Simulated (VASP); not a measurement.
Write the native input for VASP 6.6.1 that does the following.

```yaml
Task: single point
Functional: r2SCAN
Potentials_or_basis: VASP PAW PBE potentials, release 64 (B, N)
Cutoff: 520 eV
k_mesh: 9 × 9 × 4
Occupations: gaussian, width 0.01 eV
Spin: no spin polarisation
Dipole_correction: no
Further_INCAR_settings: ALGO = Normal; EDIFF = 1e-06; NBANDS = 26
```

Crystal: BN.

```xyz
8
Lattice="2.5732 0.0000 0.0000 -1.2866 2.2285 0.0000 0.0000 0.0000 8.4583" Properties=species:S:1:pos:R:3 pbc="T T T"
B     0.0000    0.0000    0.0033
B     0.0000    1.4857    2.1119
B     0.0000    0.0000    4.2324
B     1.2866    0.7428    6.3411
N     0.0000    0.0000    1.5816
N     0.0000    1.4857    3.7042
N     0.0000    0.0000    5.8108
N     1.2866    0.7428    7.9333
```

This cell differs from its parent crystal: volume changed by +3%.

These files were run (other wordings do the same):

POSCAR

```
BN
1.0
    2.5732269247      0.0000000000      0.0000000000
   -1.2866134624      2.2284798865      0.0000000000
    0.0000000000      0.0000000000      8.4582903527
B N
4 4
Direct
    0.0000000000      0.0000000000      0.0003894312
    0.3333333333      0.6666666667      0.2496892035
    0.0000000000      0.0000000000      0.5003894312
    0.6666666667      0.3333333333      0.7496892035
    0.0000000000      0.0000000000      0.1869898385
    0.3333333333      0.6666666667      0.4379315267
    0.0000000000      0.0000000000      0.6869898385
    0.6666666667      0.3333333333      0.9379315267
```

INCAR.step1

```
SYSTEM = BN
ALGO = Normal
EDIFF = 1E-4
ENCUT = 520
GGA = PE
ISMEAR = 0
LASPH = .True.
LCHARG = .False.
LREAL = .False.
LWAVE = .True.
NBANDS = 26
NELM = 100
PREC = Accurate
SIGMA = 0.01
```

INCAR.step2

```
SYSTEM = BN
ALGO = Normal
EDIFF = 1E-6
ENCUT = 520
ISIF = 2
ISMEAR = 0
ISTART = 1
LASPH = .True.
LCHARG = .False.
LMIXTAU = .True.
LREAL = .False.
LWAVE = .False.
METAGGA = R2SCAN
NBANDS = 26
NELM = 100
PREC = Accurate
SIGMA = 0.01
```

KPOINTS

```
k-points
0
Gamma
  9 9 4
  0 0 0
```

Potentials or basis: VASP PAW PBE potentials, release 64 (B, N).

The run is started by

```sh
$ cat potpaw_PBE.64/B/POTCAR potpaw_PBE.64/N/POTCAR > POTCAR
$ cp INCAR.step1 INCAR
$ mpirun -np 1 vasp_std > vasp.out
$ cp INCAR.step2 INCAR
$ mpirun -np 1 vasp_std > vasp.out
```

Results of the run:

```
Pressure               : -10.0 GPa
Largest force          : 0.013 eV/Å
Band gap on the k mesh : 6.10 eV, indirect (least direct gap 8.10 eV)
```

Caveat: the PAW data sets were made with another functional, which shifts forces and pressure a little.

Run time: 3 min on 1 thread of Intel(R) Xeon(R) Platinum 8259CL CPU @ 2.50GHz (Skylake/Cascade Lake), on a shared host, peak memory 0.18 GiB.
